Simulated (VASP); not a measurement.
# Y (Fm-3m) in VASP: notebook

Y is run at these levels: r2SCAN; tasks: electric field gradients.

All numbers are computed with VASP 6.6.1; they aren't measurements. Logs are shortened: lines on timing, memory, paths and dates and some standing lists are left out, and cuts for length are marked.

### Step 1. The cell of the first run

It takes space group Fm-3m (No. 225, cubic). Conventional cell: a = 5.001 Å, b = 5.001 Å, c = 5.001 Å, α = 90.00°, β = 90.00°, γ = 90.00°. Within 4.6 Å of Y (site symmetry m-3m) lie 12 Y at 3.54 Å.

### Step 2. Electric field gradients, r2SCAN (volume scaled by 0.9405)

POSCAR reads:

```
Y
1.0
    0.0000000000      2.5003381583      2.5003381583
    2.5003381583      0.0000000000      2.5003381583
    2.5003381583      2.5003381583      0.0000000000
Y
1
Direct
    0.0000000000      0.0000000000      0.0000000000
```

INCAR.step1 reads:

```
PREC = Accurate ; ENCUT = 520
ISMEAR = -1 ; SIGMA = 0.03
LREAL = F ; LASPH = T
NELM = 80 ; NBANDS = 12
GGA = PE ; ALGO = Normal
EDIFF = 1E-4 ; LWAVE = T
LCHARG = F
```

INCAR.step2 reads:

```
PREC = Accurate ; ENCUT = 520
EDIFF = 1E-8 ; ISMEAR = -1
SIGMA = 0.03 ; LREAL = F
LASPH = T ; NELM = 80
ALGO = Normal ; ISIF = 2
LWAVE = F ; LCHARG = F
METAGGA = R2SCAN ; LMIXTAU = T
LEFG = T ; NBANDS = 12
ISTART = 1
```

KPOINTS reads:

```
Automatic mesh
0
Gamma
  12 12 12
```

Potentials or basis: VASP PAW PBE potentials, release 64 (Y_sv).

Started as:

```console
cat potpaw_PBE.64/Y_sv/POTCAR > POTCAR
cp INCAR.step1 INCAR
mpirun -np 1 vasp_std > vasp.out
cp INCAR.step2 INCAR
mpirun -np 1 vasp_std > vasp.out
```

OUTCAR:

```text
PREC = Accurate
   ENCUT = 520
   EDIFF = 1E-8
   ISMEAR = -1
   LREAL = F
   LASPH = T
   NELM = 80
   ISIF = 2
   METAGGA = R2SCAN
   ISTART = 1

 ion  position               nearest neighbor table
   1  0.000  0.000  0.000-

  LATTYP: Found a face centered cubic cell.
 ALAT       =     5.0006763166

  Lattice vectors:

 A1 = (   0.0000000000,   2.5003381583,   2.5003381583)
 A2 = (   2.5003381583,   0.0000000000,   2.5003381583)
 A3 = (   2.5003381583,   2.5003381583,   0.0000000000)

Analysis of symmetry for initial positions (statically):
=====================================================================
 Subroutine PRICEL returns:
 Original cell was already a primitive cell.

 Routine SETGRP: Setting up the symmetry group for a
 face centered cubic supercell.

 Subroutine GETGRP returns: Found 48 space group operations
 (whereof 48 operations were pure point group operations)
 out of a pool of 48 trial point group operations.

The static configuration has the point symmetry O_h .

Analysis of symmetry for dynamics (positions and initial velocities):
=====================================================================
 Subroutine PRICEL returns:
 Original cell was already a primitive cell.

 Routine SETGRP: Setting up the symmetry group for a
 face centered cubic supercell.

 Subroutine GETGRP returns: Found 48 space group operations
 (whereof 48 operations were pure point group operations)
 out of a pool of 48 trial point group operations.

The dynamic configuration has the point symmetry O_h .

 Subroutine INISYM returns: Found 48 space group operations
 (whereof 48 operations are pure point group operations),
 and found     1 'primitive' translations

----------------------------------------------------------------------------------------

                                     Primitive cell

  volume of cell :      31.2627

  direct lattice vectors                    reciprocal lattice vectors
     0.000000000  2.500338158  2.500338158    -0.199972951  0.199972951  0.199972951
     2.500338158  0.000000000  2.500338158     0.199972951 -0.199972951  0.199972951
     2.500338158  2.500338158  0.000000000     0.199972951  0.199972951 -0.199972951

  length of vectors
     3.536012134  3.536012134  3.536012134     0.346363311  0.346363311  0.346363311

  position of ions in fractional coordinates (direct lattice)
     0.000000000  0.000000000  0.000000000

  ion indices of the primitive-cell ions
   primitive index   ion index
                 1           1

----------------------------------------------------------------------------------------

 KPOINTS: Automatic mesh

Automatic generation of k-mesh.
 Grid dimensions read from file:
 generate k-points for:   12   12   12

 Generating k-lattice:

  Cartesian coordinates                     Fractional coordinates (reciprocal lattice)
    -0.016664413  0.016664413  0.016664413     0.083333333  0.000000000  0.000000000
     0.016664413 -0.016664413  0.016664413     0.000000000  0.083333333  0.000000000
     0.016664413  0.016664413 -0.016664413     0.000000000  0.000000000  0.083333333

  Length of vectors
     0.028863609  0.028863609  0.028863609

  Shift w.r.t. Gamma in fractional coordinates (k-lattice)
     0.000000000  0.000000000  0.000000000

 Subroutine IBZKPT returns following result:
 ===========================================

 Found     72 irreducible k-points:

 Following reciprocal coordinates:
            Coordinates               Weight
  0.000000  0.000000  0.000000      1.000000
  0.083333  0.000000  0.000000      8.000000
  0.166667  0.000000  0.000000      8.000000
  0.250000  0.000000  0.000000      8.000000
  0.333333  0.000000  0.000000      8.000000
  0.416667  0.000000  0.000000      8.000000
[... 16 lines left out ...]
  0.500000  0.166667  0.000000     24.000000
 -0.416667  0.166667  0.000000     24.000000
 [... further k-points ...]
   k-points           NKPTS =     72   k-points in BZ     NKDIM =     72   number of bands    NBANDS=     12
   number of dos      NEDOS =    301   number of ions     NIONS =      1
   total plane-waves  NPLWV =  21952
   dimension x,y,z NGX =    28 NGY =   28 NGZ =   28
   dimension x,y,z NGXF=    56 NGYF=   56 NGZF=   56
   ions per type =               1
   NGX,Y,Z   is equivalent  to a cutoff of  13.16, 13.16, 13.16 a.u.
   NGXF,Y,Z  is equivalent  to a cutoff of  26.33, 26.33, 26.33 a.u.
 SYSTEM =  unknown system
   PREC   = accura    normal or accurate (medium, high low for compatibility)
   ISTART =      1    job   : 0-new  1-cont  2-samecut
   ICHARG =      0    charge: 1-file 2-atom 10-const
   ISPIN  =      1    spin polarized calculation?
   LNONCOLLINEAR =      F non collinear calculations
   LSORBIT =      F    spin-orbit coupling
   LASPH  =      T    aspherical Exc in radial PAW
   ENCUT  =  520.0 eV  38.22 Ry    6.18 a.u.   6.57  6.57  6.57*2*pi/ulx,y,z
   NELM   =     80;   NELMIN=  2; NELMDL=  0     # of ELM steps
   EDIFF  = 0.1E-07   stopping-criterion for ELM
   LREAL  =      F    real-space projection
   EDIFFG = 0.1E-06   stopping-criterion for IOM
   NSW    =      0    number of steps for IOM
   IBRION =     -1    ionic relax: 0-MD 1-quasi-New 2-CG
   NFREE  =      0    steps in history (QN), initial steepest desc. (CG)
   ISIF   =      2    stress and relaxation
   ISYM   =      2    0-nonsym 1-usesym 2-fastsym
   POTIM  = 0.5000    time-step for ionic-motion
   TEBEG  =    0.0;   TEEND  =   0.0 temperature during run
   PSTRESS=    0.0 pullay stress
   NELECT =      11.0000    total number of electrons
   NUPDOWN=      -1.0000    fix difference up-down
   EMIN   =  10.00;   EMAX   =-10.00  energy-range for DOS
   EFERMI =   0.00;   METHOD = LEGACY
   ISMEAR =    -1;   SIGMA  =   0.03  broadening in eV -4-tet -1-fermi 0-gaus
   EFERMI_NEDOS =   21; number of points for ismear=-14 and -15
   IALGO  =     38    algorithm
   IMIX   =      4    mixing-type and parameters
     AMIX     =   0.40;   BMIX     =  1.00
     AMIX_MAG =   1.60;   BMIX_MAG =  1.00
  volume/ion in A,a.u.               =      31.26       210.97
  Fermi-wavevector in a.u.,A,eV,Ry     =   1.155749  2.184050 18.174070  1.335756
  Thomas-Fermi vector in A             =   2.292375
   LORBIT       =      0    0 simple, 1 ext, 2 COOP (PROOUT), +10 PAW based schemes
   METAGGA = R2SCAN    functional components
   LHFCALC =     F    Hartree Fock is set to
   AEXX    =    0.0000 exact exchange contribution
   IVDW    =     0    specifies the selected vdW correction
   LEPSILON=     F    determine dielectric tensor
   LRPA    =     F    only Hartree local field effects (RPA)
 non-spin polarized calculation
  energy-cutoff  :      520.00
  volume of cell :       31.26
 maximum number of plane-waves:       872
 NGX is ok and might be reduce to    28
   NGX = 13   NGY = 13   NGZ = 13

 number of electron      10.9999999 magnetization

 Free energy of the ion-electron system (eV)
  ---------------------------------------------------
  ext. energy  EPLUGINS =         0.00000000
  ---------------------------------------------------
  free energy    TOTEN  =       -20.20836135 eV

  energy without entropy =      -20.20352727  energy(sigma->0) =      -20.20594431

 E-fermi :   3.3420     XC(G=0): -10.2865

 val. band max:        3.3408470550   @ k =   0.5000   0.1667   0.0000
 cond. band min:       3.3616205572   @ k =  -0.2500   0.4167   0.1667
 fundamental gap:      0.0207735022
 Fermi energy:         3.3420082014

 k-point     1 :       0.0000    0.0000    0.0000
  band No.  band energies     occupation
      1     -40.7298      2.00000
      2     -19.7319      2.00000
      3     -19.7319      2.00000
      4     -19.7319      2.00000
      5      -1.7120      2.00000
      6       5.4371      0.00000
      7       5.4371      0.00000
      8       5.4371      0.00000
      9       7.6813      0.00000
     10       7.6813      0.00000
     11      12.7629      0.00000
     12      16.4394      0.00000

 k-point     2 :       0.0833    0.0000    0.0000
  band No.  band energies     occupation
      1     -40.7242      2.00000
      2     -19.7804      2.00000
      3     -19.7378      2.00000
      4     -19.7378      2.00000
      5      -1.5246      2.00000
      6       5.2063      0.00000
      7       5.5239      0.00000
      8       5.5239      0.00000
      9       7.5764      0.00000
     10       7.5764      0.00000
     11      13.2070      0.00000
     12      15.6251      0.00000

 k-point     3 :       0.1667    0.0000    0.0000
  band No.  band energies     occupation
      1     -40.7088      2.00000
      2     -19.9106      2.00000
      3     -19.7538      2.00000
      4     -19.7538      2.00000
      5      -0.9961      2.00000
      6       4.6871      0.00000
      7       5.6961      0.00000
      8       5.6961      0.00000
      9       7.4277      0.00000
     10       7.4277      0.00000
     11      13.8900      0.00000
     12      14.8053      0.00000
[... 286 lines left out ...]
 k-point    23 :       0.5000    0.1667    0.0000
  band No.  band energies     occupation
      1     -40.6380      2.00000
      2     -20.3442      2.00000
      3     -19.9215      2.00000
      4     -19.8570      2.00000
      5       1.7969      2.00000
      6       3.3408      1.01935
      7       4.6339      0.00000
      8       5.8682      0.00000
      9       9.2797      0.00000
     10       9.2913      0.00000
     11      11.7413      0.00000
     12      14.2271      0.00000

 k-point    24 :      -0.4167    0.1667    0.0000
  band No.  band energies     occupation
      1     -40.6366      2.00000
      2     -20.3500      2.00000
      3     -19.9440      2.00000
      4     -19.8431      2.00000
      5       1.8981      2.00000
      6       3.4051      0.21741
      7       4.5971      0.00000
      8       5.7891      0.00000
      9       8.7811      0.00000
     10       9.8400      0.00000
     11      11.7068      0.00000
     12      14.2180      0.00000

 [... further k-points ...]
[... 5 lines left out ...]
  --------------------------------------------------------------------------------------
  -------------------------------------------------------------------------------------
  Total        0.4868790      0.4868790      0.4868790      0.0000000      0.0000000     -0.0000000
  in kB       24.9520016     24.9520016     24.9520016      0.0000000      0.0000000     -0.0000000
  external PRESSURE =      24.9520016 kB  Pullay stress =       0.0000000 kB

 VOLUME and BASIS-vectors are now :
 -----------------------------------------------------------------------------
  energy-cutoff  :      520.00
  volume of cell :       31.26
      direct lattice vectors                 reciprocal lattice vectors
     0.000000000  2.500338158  2.500338158    -0.199972951  0.199972951  0.199972951
     2.500338158  0.000000000  2.500338158     0.199972951 -0.199972951  0.199972951
     2.500338158  2.500338158  0.000000000     0.199972951  0.199972951 -0.199972951

 POSITION                                       TOTAL-FORCE (eV/Angst)
 -----------------------------------------------------------------------------------
      0.00000      0.00000      0.00000         0.000000      0.000000      0.000000
 -----------------------------------------------------------------------------------
    total drift:                               -0.000000     -0.000000     -0.000000

  FREE ENERGIE OF THE ION-ELECTRON SYSTEM (eV)
  ---------------------------------------------------
  free  energy   TOTEN  =       -20.2083613544 eV

  energy  without entropy=      -20.2035272686  energy(sigma->0) =      -20.20594431

 Electric field gradients (V/A^2)
---------------------------------------------------------------------
 ion       V_xx      V_yy      V_zz      V_xy      V_xz      V_yz
---------------------------------------------------------------------
   1       0.000    -0.000    -0.000     0.000     0.000     0.000
---------------------------------------------------------------------

 Electric field gradients after diagonalization (V/A^2)
 (convention: |V_zz| > |V_xx| > |V_yy|)
----------------------------------------------------------------------
 ion       V_xx      V_yy      V_zz     asymmetry (V_yy - V_xx)/ V_zz
----------------------------------------------------------------------
   1      -0.000    -0.000     0.000       0.000
----------------------------------------------------------------------

           NMR quadrupolar parameters

 Cq : quadrupolar parameter    Cq=e*Q*V_zz/h
 eta: asymmetry parameters     (V_yy - V_xx)/ V_zz
 Q  : nuclear electric quadrupole moment in mb (millibarn)
----------------------------------------------------------------------
 ion       Cq(MHz)       eta       Q (mb)
----------------------------------------------------------------------
   1       0.000       0.000       1.000
----------------------------------------------------------------------
```

It took 96 s on 1 thread of Intel Xeon 6975P-C (Granite Rapids), shared host; peak memory 0.2 GiB.

What came out:

```yaml
Free_energy: -20.2084 eV
Pressure: 2.5 GPa
```

Caveat: without QUAD_EFG the Cq values of the log hold for a quadrupole moment of 1 mb, not for the nuclei; the PAW data sets were made with another functional, which shifts forces and pressure a little.

[end of part 1 of 3]
